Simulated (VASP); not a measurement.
A run of VASP 6.6.1 is set up as follows.

INCAR

```
PREC = Accurate
ENCUT = 500
EDIFF = 1E-6
ISMEAR = 0
SIGMA = 0.1
LREAL = False
LASPH = True
NELM = 120
ALGO = Normal
ISIF = 2
LWAVE = False
LCHARG = False
GGA = PE
NBANDS = 18
GGA_COMPAT = False
```

KPOINTS

```
Automatic mesh
0
Gamma
  6 6 4
```

POSCAR

```
TaS2
1.0
    3.2984527072      0.0000000000      0.0000000000
   -1.6492263536      2.8565438376      0.0000000000
    0.0000000000      0.0000000000      6.0140832313
Ta S
1 2
Direct
    0.0000000000      0.0000000000      0.0000000000
    0.6666666667      0.3333333333      0.7542821200
    0.3333333333      0.6666666667      0.2457178800
```

Potentials or basis: VASP PAW PBE potentials, release 64 (Ta_pv, S).

Command:

```bash
$ cat potpaw_PBE.64/Ta_pv/POTCAR potpaw_PBE.64/S/POTCAR > POTCAR
$ mpirun -np 1 vasp_std > vasp.out
```

Question: What does it give for the largest force?

Answer: 1.451 eV/Å.

Question: What does it give for the pressure?

Answer: 12.7 GPa.

Stress tensor (GPa, compression positive):
```
12.41  0.00  0.00
 0.00 12.41  0.00
 0.00  0.00 13.23
```

Caveat: the k points lie up to 0.37 Å⁻¹ apart, too coarse for converged energies and pressures of a metal; this functional lacks dispersion, which binds the layers, so the pressure and a relaxed spacing across them are unreliable; forces of over 1 eV/Å act on the atoms, so gaps and moduli don't describe the material at rest.
